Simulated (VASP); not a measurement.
# YbN (zincblende type) (F-43m) in VASP: further runs

The runs below take YbN (zincblende type) through electric field gradients, single point, with PBE.

Everything below comes from runs of VASP 6.6.1. Logs are shortened: lines on timing, memory, paths and dates and some standing lists are left out, and cuts for length are marked.

### Step 1. The cell of the first run

Symmetry: F-43m, No. 216, cubic system. The conventional cell has a = 5.075 Å, b = 5.075 Å, c = 5.075 Å, α = 90.00°, β = 90.00°, γ = 90.00°. Within 2.9 Å of Yb (site symmetry -43m) lie 4 N at 2.20 Å. N (site symmetry -43m) has 4 Yb at 2.20 Å within 2.9 Å.

### Step 2. Electric field gradients, PBE (16.34 Å³/atom)

INCAR

```
ALGO = Normal
EDIFF = 1E-8
ENCUT = 520
GGA = PE
ISIF = 2
ISMEAR = -1
LASPH = T
LCHARG = F
LEFG = T
LREAL = F
LWAVE = F
NBANDS = 22
NELM = 60
PREC = Accurate
SIGMA = 0.08
```

KPOINTS

```
k-points
0
Gamma
  11 11 11
```

POSCAR

```
YbN
1.0
    0.0000000000      2.5374393915      2.5374393915
    2.5374393915      0.0000000000      2.5374393915
    2.5374393915      2.5374393915      0.0000000000
Yb N
1 1
Direct
    0.0000000000      0.0000000000      0.0000000000
    0.2500000000      0.2500000000      0.2500000000
```

Potentials or basis: VASP PAW PBE potentials, release 64 (Yb, N).

Launch:

```console
$ cat potpaw_PBE.64/Yb/POTCAR potpaw_PBE.64/N/POTCAR > POTCAR
$ mpirun -np 1 vasp_std > vasp.out
```

OUTCAR:

```text
EDIFF = 1E-8
   ENCUT = 520
   GGA = PE
   ISIF = 2
   ISMEAR = -1
   LASPH = T
   LREAL = F
   NELM = 60
   PREC = Accurate

 ion  position               nearest neighbor table
   1  0.000  0.000  0.000-   2 2.20   2 2.20   2 2.20   2 2.20
   2  0.250  0.250  0.250-   1 2.20   1 2.20   1 2.20   1 2.20

  LATTYP: Found a face centered cubic cell.
 ALAT       =     5.0748787830

  Lattice vectors:

 A1 = (   0.0000000000,   2.5374393915,   2.5374393915)
 A2 = (   2.5374393915,   0.0000000000,   2.5374393915)
 A3 = (   2.5374393915,   2.5374393915,   0.0000000000)

Analysis of symmetry for initial positions (statically):
=====================================================================
 Subroutine PRICEL returns:
 Original cell was already a primitive cell.

 Routine SETGRP: Setting up the symmetry group for a
 face centered cubic supercell.

 Subroutine GETGRP returns: Found 24 space group operations
 (whereof 24 operations were pure point group operations)
 out of a pool of 48 trial point group operations.

The static configuration has the point symmetry T_d .

Analysis of symmetry for dynamics (positions and initial velocities):
=====================================================================
 Subroutine PRICEL returns:
 Original cell was already a primitive cell.

 Routine SETGRP: Setting up the symmetry group for a
 face centered cubic supercell.

 Subroutine GETGRP returns: Found 24 space group operations
 (whereof 24 operations were pure point group operations)
 out of a pool of 48 trial point group operations.

The dynamic configuration has the point symmetry T_d .

 Subroutine INISYM returns: Found 24 space group operations
 (whereof 24 operations are pure point group operations),
 and found     1 'primitive' translations

----------------------------------------------------------------------------------------

                                     Primitive cell

  volume of cell :      32.6751

  direct lattice vectors                    reciprocal lattice vectors
     0.000000000  2.537439391  2.537439391    -0.197049042  0.197049042  0.197049042
     2.537439391  0.000000000  2.537439391     0.197049042 -0.197049042  0.197049042
     2.537439391  2.537439391  0.000000000     0.197049042  0.197049042 -0.197049042

  length of vectors
     3.588481201  3.588481201  3.588481201     0.341298951  0.341298951  0.341298951

  position of ions in fractional coordinates (direct lattice)
     0.000000000  0.000000000  0.000000000
     0.250000000  0.250000000  0.250000000

  ion indices of the primitive-cell ions
   primitive index   ion index
                 1           1
                 2           2

----------------------------------------------------------------------------------------

 KPOINTS: k-points

Automatic generation of k-mesh.
 Grid dimensions read from file:
 generate k-points for:   11   11   11

 Generating k-lattice:

  Cartesian coordinates                     Fractional coordinates (reciprocal lattice)
    -0.017913549  0.017913549  0.017913549     0.090909091  0.000000000  0.000000000
     0.017913549 -0.017913549  0.017913549     0.000000000  0.090909091  0.000000000
     0.017913549  0.017913549 -0.017913549     0.000000000  0.000000000  0.090909091

  Length of vectors
     0.031027177  0.031027177  0.031027177

  Shift w.r.t. Gamma in fractional coordinates (k-lattice)
     0.000000000  0.000000000  0.000000000

 Subroutine IBZKPT returns following result:
 ===========================================

 Found     56 irreducible k-points:

 Following reciprocal coordinates:
            Coordinates               Weight
  0.000000  0.000000  0.000000      1.000000
  0.090909  0.000000  0.000000      8.000000
  0.181818  0.000000  0.000000      8.000000
  0.272727  0.000000  0.000000      8.000000
  0.363636  0.000000  0.000000      8.000000
  0.454545  0.000000  0.000000      8.000000
[... 16 lines left out ...]
 -0.272727  0.181818  0.000000     24.000000
 -0.181818  0.181818  0.000000     12.000000
 [... further k-points ...]
   k-points           NKPTS =     56   k-points in BZ     NKDIM =     56   number of bands    NBANDS=     22
   number of dos      NEDOS =    301   number of ions     NIONS =      2
   total plane-waves  NPLWV =  21952
   dimension x,y,z NGX =    28 NGY =   28 NGZ =   28
   dimension x,y,z NGXF=    56 NGYF=   56 NGZF=   56
   ions per type =               1   1
   NGX,Y,Z   is equivalent  to a cutoff of  12.97, 12.97, 12.97 a.u.
   NGXF,Y,Z  is equivalent  to a cutoff of  25.94, 25.94, 25.94 a.u.
 SYSTEM =  unknown system
   PREC   = accura    normal or accurate (medium, high low for compatibility)
   ISTART =      0    job   : 0-new  1-cont  2-samecut
   ICHARG =      2    charge: 1-file 2-atom 10-const
   ISPIN  =      1    spin polarized calculation?
   LNONCOLLINEAR =      F non collinear calculations
   LSORBIT =      F    spin-orbit coupling
   LASPH  =      T    aspherical Exc in radial PAW
   ENCUT  =  520.0 eV  38.22 Ry    6.18 a.u.   6.67  6.67  6.67*2*pi/ulx,y,z
   NELM   =     60;   NELMIN=  2; NELMDL= -5     # of ELM steps
   EDIFF  = 0.1E-07   stopping-criterion for ELM
   LREAL  =      F    real-space projection
   EDIFFG = 0.1E-06   stopping-criterion for IOM
   NSW    =      0    number of steps for IOM
   IBRION =     -1    ionic relax: 0-MD 1-quasi-New 2-CG
   NFREE  =      0    steps in history (QN), initial steepest desc. (CG)
   ISIF   =      2    stress and relaxation
   ISYM   =      2    0-nonsym 1-usesym 2-fastsym
   POTIM  = 0.5000    time-step for ionic-motion
   TEBEG  =    0.0;   TEEND  =   0.0 temperature during run
   PSTRESS=    0.0 pullay stress
   NELECT =      29.0000    total number of electrons
   NUPDOWN=      -1.0000    fix difference up-down
   EMIN   =  10.00;   EMAX   =-10.00  energy-range for DOS
   EFERMI =   0.00;   METHOD = LEGACY
   ISMEAR =    -1;   SIGMA  =   0.08  broadening in eV -4-tet -1-fermi 0-gaus
   EFERMI_NEDOS =   21; number of points for ismear=-14 and -15
   IALGO  =     38    algorithm
   IMIX   =      4    mixing-type and parameters
     AMIX     =   0.40;   BMIX     =  1.00
     AMIX_MAG =   1.60;   BMIX_MAG =  1.00
  volume/ion in A,a.u.               =      16.34       110.25
  Fermi-wavevector in a.u.,A,eV,Ry     =   1.573265  2.973039 33.676624  2.475162
  Thomas-Fermi vector in A             =   2.674575
   LORBIT       =      0    0 simple, 1 ext, 2 COOP (PROOUT), +10 PAW based schemes
   GGA     = PE    functional components
   LHFCALC =     F    Hartree Fock is set to
   AEXX    =    0.0000 exact exchange contribution
   IVDW    =     0    specifies the selected vdW correction
   LEPSILON=     F    determine dielectric tensor
   LRPA    =     F    only Hartree local field effects (RPA)
 non-spin polarized calculation
  energy-cutoff  :      520.00
  volume of cell :       32.68
 maximum number of plane-waves:       903
   NGX = 13   NGY = 13   NGZ = 13

 number of electron      28.9999988 magnetization

 Free energy of the ion-electron system (eV)
  ---------------------------------------------------
  ext. energy  EPLUGINS =         0.00000000
  ---------------------------------------------------
  free energy    TOTEN  =       -13.60005221 eV

  energy without entropy =      -13.47326328  energy(sigma->0) =      -13.53665775

 E-fermi :   1.7121     XC(G=0): -11.0040

 val. band max:        1.6958759273   @ k =  -0.3636   0.3636   0.0000
 cond. band min:       1.7299368203   @ k =  -0.2727   0.3636   0.0909
 fundamental gap:      0.0340608930
 Fermi energy:         1.7121070909

 k-point     1 :       0.0000    0.0000    0.0000
  band No.  band energies     occupation
      1     -48.9162      2.00000
      2     -20.8510      2.00000
      3     -20.8510      2.00000
      4     -20.8510      2.00000
      5     -11.2229      2.00000
      6      -0.4979      2.00000
[... 14 lines left out ...]
     21      11.6383      0.00000
     22      17.7000      0.00000

 k-point     2 :       0.0909    0.0000    0.0000
  band No.  band energies     occupation
      1     -48.9138      2.00000
      2     -20.9122      2.00000
      3     -20.8578      2.00000
      4     -20.8578      2.00000
      5     -11.1236      2.00000
      6      -0.6483      2.00000
[... 14 lines left out ...]
     21      11.9159      0.00000
     22      16.3272      0.00000
[... 523 lines left out ...]
     21      12.6145      0.00000
     22      13.7183      0.00000

 k-point    24 :      -0.1818    0.1818    0.0000
  band No.  band energies     occupation
      1     -48.8964      2.00000
      2     -21.2604      2.00000
      3     -20.9962      2.00000
      4     -20.8950      2.00000
      5     -10.4516      2.00000
      6      -1.0189      2.00000
[... 14 lines left out ...]
     21      12.8460      0.00000
     22      13.7966      0.00000

 [... further k-points ...]
[... 5 lines left out ...]
  --------------------------------------------------------------------------------------
  -------------------------------------------------------------------------------------
  Total        1.5732646      1.5732646      1.5732646     -0.0000000     -0.0000000      0.0000000
  in kB       77.1427889     77.1427889     77.1427889     -0.0000000     -0.0000000      0.0000000
  external PRESSURE =      77.1427889 kB  Pullay stress =       0.0000000 kB

 VOLUME and BASIS-vectors are now :
 -----------------------------------------------------------------------------
  energy-cutoff  :      520.00
  volume of cell :       32.68
      direct lattice vectors                 reciprocal lattice vectors
     0.000000000  2.537439391  2.537439391    -0.197049042  0.197049042  0.197049042
     2.537439391  0.000000000  2.537439391     0.197049042 -0.197049042  0.197049042
     2.537439391  2.537439391  0.000000000     0.197049042  0.197049042 -0.197049042

 POSITION                                       TOTAL-FORCE (eV/Angst)
 -----------------------------------------------------------------------------------
      0.00000      0.00000      0.00000        -0.000000     -0.000000      0.000000
      1.26872      1.26872      1.26872         0.000000      0.000000     -0.000000
 -----------------------------------------------------------------------------------
    total drift:                               -0.000000     -0.000000     -0.000000

  FREE ENERGIE OF THE ION-ELECTRON SYSTEM (eV)
  ---------------------------------------------------
  free  energy   TOTEN  =       -13.6000522104 eV

  energy  without entropy=      -13.4732632834  energy(sigma->0) =      -13.53665775

 Electric field gradients (V/A^2)
---------------------------------------------------------------------
 ion       V_xx      V_yy      V_zz      V_xy      V_xz      V_yz
---------------------------------------------------------------------
   1       0.000    -0.000    -0.000     0.002     0.002     0.002
   2      -0.000    -0.000     0.000    -0.000    -0.000    -0.000
---------------------------------------------------------------------

 Electric field gradients after diagonalization (V/A^2)
 (convention: |V_zz| > |V_xx| > |V_yy|)
----------------------------------------------------------------------
 ion       V_xx      V_yy      V_zz     asymmetry (V_yy - V_xx)/ V_zz
----------------------------------------------------------------------
   1      -0.002    -0.002     0.004       0.000
   2       0.000     0.000    -0.000       0.000
----------------------------------------------------------------------

           NMR quadrupolar parameters

 Cq : quadrupolar parameter    Cq=e*Q*V_zz/h
 eta: asymmetry parameters     (V_yy - V_xx)/ V_zz
 Q  : nuclear electric quadrupole moment in mb (millibarn)
----------------------------------------------------------------------
 ion       Cq(MHz)       eta       Q (mb)
----------------------------------------------------------------------
   1       0.000       0.000       1.000
   2      -0.000       0.000       1.000
----------------------------------------------------------------------
```

It took 70 s on 1 thread of Intel Xeon Platinum 8488C (Sapphire Rapids), shared host; peak memory 0.2 GiB.

What came out:

```yaml
Free_energy: -13.6001 eV
Pressure: 7.7 GPa
Band_gap_on_the_k_mesh: zero (an odd number of electrons rules out a gap without spin polarisation)
Largest_electric_field_gradient_by_atom: under 0.05 V/Å² on every atom
```

Caveat: the cell stands under pressure; spin-orbit coupling is left out, which moves the levels of the heavy elements; an odd number of electrons without spin polarisation forces a metal; a magnetic or distorted state may lie lower. With open d or f shells a metallic result of PBE can be an artefact of self-interaction; +U or a hybrid may open a gap.

### Step 3. Electric field gradients, PBE (17.02 Å³/atom)

This run uses another cell than the first one, of 17.02 Å³/atom.

INCAR

```
  ALGO = Normal
  EDIFF = 1E-8
  ENCUT = 520
  GGA = PE
  ISIF = 2
  ISMEAR = -1
  LASPH = True
  LCHARG = False
  LEFG = True
  LREAL = False
  LWAVE = False
  NBANDS = 22
  NELM = 100
  PREC = Accurate
  SIGMA = 0.08
```

KPOINTS is that of step 2.

POSCAR

```
YbN
1.0
    0.0000000000      2.5724766192      2.5724766192
    2.5724766192      0.0000000000      2.5724766192
    2.5724766192      2.5724766192      0.0000000000
Yb N
1 1
Direct
    0.0000000000      0.0000000000      0.0000000000
    0.2500000000      0.2500000000      0.2500000000
```

Potentials or basis: VASP PAW PBE potentials, release 64 (Yb, N).

Launch:

```console
$ cat potpaw_PBE.64/Yb/POTCAR potpaw_PBE.64/N/POTCAR > POTCAR
$ mpirun -np 1 vasp_std > vasp.out
```

OUTCAR:

```text
EDIFF = 1E-8
   ENCUT = 520
   GGA = PE
   ISIF = 2
   ISMEAR = -1
   LASPH = True
   LREAL = False
   NELM = 100
   PREC = Accurate

 ion  position               nearest neighbor table
   1  0.000  0.000  0.000-   2 2.23   2 2.23   2 2.23   2 2.23
   2  0.250  0.250  0.250-   1 2.23   1 2.23   1 2.23   1 2.23

  LATTYP: Found a face centered cubic cell.
 ALAT       =     5.1449532384

  Lattice vectors:

 A1 = (   0.0000000000,   2.5724766192,   2.5724766192)
 A2 = (   2.5724766192,   0.0000000000,   2.5724766192)
[... 812 lines left out ...]
  free  energy   TOTEN  =       -13.6449985895 eV

  energy  without entropy=      -13.5124431661  energy(sigma->0) =      -13.57872088

 Electric field gradients (V/A^2)
---------------------------------------------------------------------
 ion       V_xx      V_yy      V_zz      V_xy      V_xz      V_yz
---------------------------------------------------------------------
   1       0.000     0.000    -0.000     0.003     0.003     0.003
   2      -0.000     0.000    -0.000     0.000     0.000     0.000
---------------------------------------------------------------------

 Electric field gradients after diagonalization (V/A^2)
 (convention: |V_zz| > |V_xx| > |V_yy|)
----------------------------------------------------------------------
 ion       V_xx      V_yy      V_zz     asymmetry (V_yy - V_xx)/ V_zz
----------------------------------------------------------------------
   1      -0.003    -0.003     0.006       0.000
   2      -0.000    -0.000     0.001       0.000
----------------------------------------------------------------------

           NMR quadrupolar parameters

 Cq : quadrupolar parameter    Cq=e*Q*V_zz/h
 eta: asymmetry parameters     (V_yy - V_xx)/ V_zz
 Q  : nuclear electric quadrupole moment in mb (millibarn)
----------------------------------------------------------------------
 ion       Cq(MHz)       eta       Q (mb)
----------------------------------------------------------------------
   1       0.000       0.000       1.000
   2       0.000       0.000       1.000
----------------------------------------------------------------------
```

OSZICAR:

```text
N       E                     dE             d eps       ncg     rms          rms(c)
DAV:   1     0.171081595147E+03    0.17108E+03   -0.10520E+04  3452   0.903E+03
DAV:   2     0.748970987105E+01   -0.16359E+03   -0.15034E+03  3288   0.830E+02
DAV:   3    -0.147966091729E+02   -0.22286E+02   -0.21672E+02  3466   0.148E+02
DAV:   4    -0.181614044257E+02   -0.33648E+01   -0.33226E+01  4626   0.415E+01
[... 20 lines left out ...]
DAV:  25    -0.136449987918E+02    0.55853E-05   -0.52766E-06  3162   0.181E-01    0.512E-02
DAV:  26    -0.136449986338E+02    0.15795E-06   -0.17631E-06  4864   0.361E-02    0.303E-02
DAV:  27    -0.136449986009E+02    0.32940E-07   -0.14367E-07  4312   0.172E-02    0.159E-02
DAV:  28    -0.136449985900E+02    0.10875E-07   -0.75704E-08  3846   0.150E-02    0.200E-03
DAV:  29    -0.136449985895E+02    0.57480E-09   -0.53453E-08  3664   0.496E-03
   1 F= -.13644999E+02 E0= -.13578721E+02  d E =-.132555E+00
```

stdout:

```text
POSCAR found type information on POSCAR YbN
 POSCAR found :  2 types and       2 ions
 scaLAPACK will be used
 LDA part: xc-table for (Slater+PW92), standard interpolation
 POSCAR, INCAR and KPOINTS ok, starting setup
 FFT: planning ... GRIDC
 FFT: planning ... GRID_SOFT
 FFT: planning ... GRID
 WAVECAR not read
 entering main loop
ion   1

ion   2
```

Run time: 87 s. Hardware: 1 thread of Intel Xeon Platinum 8488C (Sapphire Rapids), shared host; peak memory 0.2 GiB.

What came out:

```yaml
Free_energy: -13.6450 eV
Pressure: 2.7 GPa
Band_gap_on_the_k_mesh: zero (an odd number of electrons rules out a gap without spin polarisation)
Largest_electric_field_gradient_by_atom: under 0.05 V/Å² on every atom
```

Caveat: spin-orbit coupling is left out, which moves the levels of the heavy elements; an odd number of electrons without spin polarisation forces a metal; a magnetic or distorted state may lie lower. With open d or f shells a metallic result of PBE can be an artefact of self-interaction; +U or a hybrid may open a gap.

[end of part 1 of 3]

The gap in the log of VASP goes by the Fermi energy; the results here count the filled bands.